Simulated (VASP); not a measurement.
# TeMo2 (P4/mmm) in VASP: a series of runs

Runs on TeMo2. Level: PBE. Tasks: single point.

All numbers are computed with VASP 6.6.1; they aren't measurements. Logs are shortened: lines on timing, memory, paths and dates and some standing lists are left out, and cuts for length are marked.

## (1) The cell of the first run

It takes space group P4/mmm (No. 123, tetragonal). The conventional cell has a = 3.364 Å, b = 3.364 Å, c = 5.379 Å, α = 90.00°, β = 90.00°, γ = 90.00°. Te (site symmetry 4/mmm) has 8 Mo at 2.85 Å and 4 Te at 3.36 Å within 3.8 Å. Within 2.9 Å of Mo (site symmetry 4mm) lie 1 Mo at 2.22 Å and 4 Te at 2.85 Å.

## (2) Single point, PBE

Contents of INCAR:

```
PREC = Accurate
ENCUT = 500
EDIFF = 1E-6
ISMEAR = 0
SIGMA = 0.2
LREAL = False
LASPH = True
NELM = 120
ALGO = Normal
ISIF = 2
LWAVE = False
LCHARG = False
GGA = PE
NBANDS = 24
GGA_COMPAT = False
```

Contents of KPOINTS:

```
Automatic mesh
0
Gamma
  6 6 3
```

Contents of POSCAR:

```
TeMo2
1.0
    3.3636557982      0.0000000000      0.0000000000
    0.0000000000      3.3636557982      0.0000000000
    0.0000000000      0.0000000000      5.3786240582
Te Mo
1 2
Direct
    0.0000000000      0.0000000000      0.0000000000
    0.5000000000      0.5000000000      0.7064892884
    0.5000000000      0.5000000000      0.2935107116
```

Potentials or basis: VASP PAW PBE potentials, release 64 (Te, Mo_sv).

The run is started by

```sh
$ cat potpaw_PBE.64/Te/POTCAR potpaw_PBE.64/Mo_sv/POTCAR > POTCAR
$ mpirun -np 1 vasp_std > vasp.out
```

OUTCAR:

```text
PREC = Accurate
   ENCUT = 500
   EDIFF = 1E-6
   ISMEAR = 0
   LREAL = False
   LASPH = True
   NELM = 120
   ISIF = 2
   GGA = PE

 ion  position               nearest neighbor table
   1  0.000  0.000  0.000-   2 2.85   3 2.85   2 2.85   3 2.85   2 2.85   3 2.85   2 2.85   3 2.85

   2  0.500  0.500  0.706-   3 2.22   1 2.85   1 2.85   1 2.85   1 2.85   3 3.16
   3  0.500  0.500  0.294-   2 2.22   1 2.85   1 2.85   1 2.85   1 2.85   2 3.16

  LATTYP: Found a simple tetragonal cell.
 ALAT       =     3.3636557982
 C/A-ratio  =     1.5990411567

  Lattice vectors:

 A1 = (   3.3636557982,   0.0000000000,   0.0000000000)
 A2 = (   0.0000000000,   3.3636557982,   0.0000000000)
 A3 = (   0.0000000000,   0.0000000000,   5.3786240582)

Analysis of symmetry for initial positions (statically):
=====================================================================
 Subroutine PRICEL returns:
 Original cell was already a primitive cell.

 Routine SETGRP: Setting up the symmetry group for a
 simple tetragonal supercell.

 Subroutine GETGRP returns: Found 16 space group operations
 (whereof 16 operations were pure point group operations)
 out of a pool of 16 trial point group operations.

The static configuration has the point symmetry D_4h.

Analysis of symmetry for dynamics (positions and initial velocities):
=====================================================================
 Subroutine PRICEL returns:
 Original cell was already a primitive cell.

 Routine SETGRP: Setting up the symmetry group for a
 simple tetragonal supercell.

 Subroutine GETGRP returns: Found 16 space group operations
 (whereof 16 operations were pure point group operations)
 out of a pool of 16 trial point group operations.

The dynamic configuration has the point symmetry D_4h.

 Subroutine INISYM returns: Found 16 space group operations
 (whereof 16 operations are pure point group operations),
 and found     1 'primitive' translations

----------------------------------------------------------------------------------------

                                     Primitive cell

  volume of cell :      60.8547

  direct lattice vectors                    reciprocal lattice vectors
     3.363655798  0.000000000  0.000000000     0.297295580  0.000000000  0.000000000
     0.000000000  3.363655798  0.000000000     0.000000000  0.297295580  0.000000000
[... 78 lines left out ...]
   LSORBIT =      F    spin-orbit coupling
   LASPH  =      T    aspherical Exc in radial PAW
   ENCUT  =  500.0 eV  36.75 Ry    6.06 a.u.   6.13  6.13  9.81*2*pi/ulx,y,z
   NELM   =    120;   NELMIN=  2; NELMDL= -5     # of ELM steps
   EDIFF  = 0.1E-05   stopping-criterion for ELM
   LREAL  =      F    real-space projection
   EDIFFG = 0.1E-04   stopping-criterion for IOM
   NSW    =      0    number of steps for IOM
   IBRION =     -1    ionic relax: 0-MD 1-quasi-New 2-CG
   NFREE  =      0    steps in history (QN), initial steepest desc. (CG)
   ISIF   =      2    stress and relaxation
   ISYM   =      2    0-nonsym 1-usesym 2-fastsym
   POTIM  = 0.5000    time-step for ionic-motion
   TEBEG  =    0.0;   TEEND  =   0.0 temperature during run
   PSTRESS=    0.0 pullay stress
   NELECT =      34.0000    total number of electrons
   NUPDOWN=      -1.0000    fix difference up-down
   EMIN   =  10.00;   EMAX   =-10.00  energy-range for DOS
   EFERMI =   0.00;   METHOD = LEGACY
   ISMEAR =     0;   SIGMA  =   0.20  broadening in eV -4-tet -1-fermi 0-gaus
   EFERMI_NEDOS =   21; number of points for ismear=-14 and -15
   IALGO  =     38    algorithm
   IMIX   =      4    mixing-type and parameters
     AMIX     =   0.40;   BMIX     =  1.00
     AMIX_MAG =   1.60;   BMIX_MAG =  1.00
  volume/ion in A,a.u.               =      20.28       136.89
  Fermi-wavevector in a.u.,A,eV,Ry     =   1.348351  2.548014 24.736087  1.818051
  Thomas-Fermi vector in A             =   2.476027
   LORBIT       =      0    0 simple, 1 ext, 2 COOP (PROOUT), +10 PAW based schemes
   GGA     = PE    functional components
   LHFCALC =     F    Hartree Fock is set to
   AEXX    =    0.0000 exact exchange contribution
   IVDW    =     0    specifies the selected vdW correction
   LEPSILON=     F    determine dielectric tensor
   LRPA    =     F    only Hartree local field effects (RPA)
 non-spin polarized calculation
 Gauss-broadening in eV      SIGMA  =   0.20
  energy-cutoff  :      500.00
  volume of cell :       60.85
 maximum number of plane-waves:      1561
 NGX is ok and might be reduce to    28
   NGX = 13   NGY = 13   NGZ = 19

 number of electron      33.9999998 magnetization

 Free energy of the ion-electron system (eV)
  ---------------------------------------------------
  ext. energy  EPLUGINS =         0.00000000
  ---------------------------------------------------
  free energy    TOTEN  =       -22.31014705 eV

  energy without entropy =      -22.24699037  energy(sigma->0) =      -22.27856871

 E-fermi :  10.4628     XC(G=0): -11.6520

 val. band max:       10.4598201327   @ k =   0.1667   0.1667   0.0000
 cond. band min:      10.4831915417   @ k =   0.5000   0.0000   0.0000
 fundamental gap:      0.0233714090
 Fermi energy:        10.4628482149

 k-point     1 :       0.0000    0.0000    0.0000
  band No.  band energies     occupation
      1     -50.7256      2.00000
      2     -50.2523      2.00000
      3     -25.9904      2.00000
      4     -24.6743      2.00000
      5     -24.6743      2.00000
      6     -24.3395      2.00000
[... 529 lines left out ...]
     23      14.6748      0.00000
     24      15.0142      0.00000

------------------------ aborting loop because EDIFF is reached ----------------------------------------

  FORCE on cell =-STRESS in cart. coord.  units (eV):
  Direction    XX          YY          ZZ          XY          YZ          ZX
  --------------------------------------------------------------------------------------
  -------------------------------------------------------------------------------------
  Total        0.0374801      0.0374801      0.3421612      0.0000000      0.0000000     -0.0000000
  in kB        0.9867718      0.9867718      9.0083877      0.0000000      0.0000000     -0.0000000
  external PRESSURE =       3.6606437 kB  Pullay stress =       0.0000000 kB

 VOLUME and BASIS-vectors are now :
 -----------------------------------------------------------------------------
  energy-cutoff  :      500.00
  volume of cell :       60.85
      direct lattice vectors                 reciprocal lattice vectors
     3.363655798  0.000000000  0.000000000     0.297295580  0.000000000  0.000000000
     0.000000000  3.363655798  0.000000000     0.000000000  0.297295580  0.000000000
     0.000000000  0.000000000  5.378624058     0.000000000  0.000000000  0.185921156

 POSITION                                       TOTAL-FORCE (eV/Angst)
 -----------------------------------------------------------------------------------
      0.00000      0.00000      0.00000        -0.000000     -0.000000      0.000000
      1.68183      1.68183      3.79994        -0.000000      0.000000      0.159656
      1.68183      1.68183      1.57868         0.000000     -0.000000     -0.159656
 -----------------------------------------------------------------------------------
    total drift:                                0.000000      0.000000      0.000000

  FREE ENERGIE OF THE ION-ELECTRON SYSTEM (eV)
  ---------------------------------------------------
  free  energy   TOTEN  =       -22.3101470464 eV

  energy  without entropy=      -22.2469903741  energy(sigma->0) =      -22.27856871
```

OSZICAR:

```text
N       E                     dE             d eps       ncg     rms          rms(c)
DAV:   1     0.327929773969E+03    0.32793E+03   -0.19484E+04   992   0.132E+03
DAV:   2    -0.142672274041E+02   -0.34220E+03   -0.33141E+03  1152   0.405E+02
DAV:   3    -0.228849299735E+02   -0.86177E+01   -0.84045E+01  1224   0.625E+01
DAV:   4    -0.229691961669E+02   -0.84266E-01   -0.84225E-01  1040   0.645E+00
DAV:   5    -0.229703640525E+02   -0.11679E-02   -0.11678E-02  1192   0.752E-01    0.180E+01
DAV:   6    -0.223757506669E+02    0.59461E+00   -0.15178E+00  1000   0.878E+00    0.754E+00
DAV:   7    -0.223138881992E+02    0.61862E-01   -0.21915E-01  1144   0.288E+00    0.207E+00
DAV:   8    -0.223103178255E+02    0.35704E-02   -0.16939E-02  1120   0.110E+00    0.512E-01
DAV:   9    -0.223101509417E+02    0.16688E-03   -0.15507E-03  1152   0.307E-01    0.208E-01
DAV:  10    -0.223101424784E+02    0.84632E-05   -0.26712E-04  1088   0.155E-01    0.521E-02
DAV:  11    -0.223101509068E+02   -0.84284E-05   -0.14737E-05  1136   0.311E-02    0.123E-02
DAV:  12    -0.223101473044E+02    0.36024E-05   -0.24284E-06   840   0.144E-02    0.355E-03
DAV:  13    -0.223101470464E+02    0.25800E-06   -0.24381E-07   560   0.384E-03
   1 F= -.22310147E+02 E0= -.22278569E+02  d E =-.631567E-01
```

stdout:

```text
POSCAR found type information on POSCAR TeMo
 POSCAR found :  2 types and       3 ions
 scaLAPACK will be used
 LDA part: xc-table for (Slater+PW92), standard interpolation
 POSCAR, INCAR and KPOINTS ok, starting setup
 FFT: planning ... GRIDC
 FFT: planning ... GRID_SOFT
 FFT: planning ... GRID
 WAVECAR not read
 entering main loop
```

Run time: 25 s. Hardware: 1 thread of Intel Xeon Platinum 8559C (Emerald Rapids), shared host; peak memory 0.18 GiB.

Results:

- Free energy: -22.3101 eV
- Pressure: 0.4 GPa
- Largest force: 0.160 eV/Å
- Band gap on the k mesh: zero (band 17 reaches 11.20 eV, above the bottom of band 18 at 9.75 eV)

Forces in eV/Å, atoms in the order of the input:
```
Te   0.000  0.000  0.000
Mo   0.000  0.000  0.160
Mo   0.000  0.000 -0.160
```

Caveat: the k points lie up to 0.39 Å⁻¹ apart; spin-orbit coupling is left out, which moves the levels of the heavy elements.

## (3) Single point, PBE

This run uses another cell than the first one, of 21.54 Å³/atom, 1.062 times its volume.

Contents of INCAR:

```
  PREC = Accurate
  ENCUT = 500
  EDIFF = 1E-6
  ISMEAR = 0
  SIGMA = 0.2
  LREAL = F
  LASPH = T
  NELM = 120
  ALGO = Normal
  ISIF = 2
  LWAVE = F
  LCHARG = F
  GGA = PE
  NBANDS = 24
  GGA_COMPAT = F
```

KPOINTS is that of step 2.

Contents of POSCAR:

```
TeMo2
1.0
    2.7839004559      0.0000000000      0.0000000000
    0.0000000000      2.7839004559      0.0000000000
    0.0000000000      0.0000000000      8.3362754097
Te Mo
1 2
Direct
    0.0000000000      0.0000000000      0.0000000000
    0.0000000000      0.0000000000      0.6454679812
    0.0000000000      0.0000000000      0.3545320188
```

Potentials or basis: VASP PAW PBE potentials, release 64 (Te, Mo_sv).

The run is started by

```sh
$ cat potpaw_PBE.64/Te/POTCAR potpaw_PBE.64/Mo_sv/POTCAR > POTCAR
$ mpirun -np 1 vasp_std > vasp.out
```

It took 17 s on 1 thread of Intel Xeon Platinum 8559C (Emerald Rapids), shared host; peak memory 0.17 GiB.

Results (log left out):

| Item | Value |
| --- | --- |
| Free energy | -21.3531 eV |
| Pressure | 0.5 GPa |
| Largest force | 0.054 eV/Å |
| Band gap on the k mesh | zero (band 17 reaches 10.07 eV, above the bottom of band 18 at 9.10 eV) |

Forces on the atoms (eV/Å):
```
Te   0.000  0.000  0.000
Mo   0.000  0.000  0.054
Mo   0.000  0.000 -0.054
```

Stress tensor (GPa, compression positive):
```
0.44 0.00 0.00
0.00 0.44 0.00
0.00 0.00 0.71
```

Levels at points of the mesh, in eV from the Fermi level:
| k point | band 15 | band 16 | band 17 | band 18 | band 19 | band 20 |
| --- | --- | --- | --- | --- | --- | --- |
| (0.00, 0.00, 0.00) | -2.41 | 0.38 | 0.38 | 1.81 | 2.81 | 2.81 |
| (0.50, 0.00, 0.00) | -1.64 | -1.51 | 0.62 | 0.85 | 1.17 | 1.17 |
| (0.50, 0.50, 0.00) | -2.48 | -0.99 | -0.87 | 0.04 | 0.04 | 1.71 |

Caveat: the k points lie up to 0.38 Å⁻¹ apart; spin-orbit coupling is left out, which moves the levels of the heavy elements.
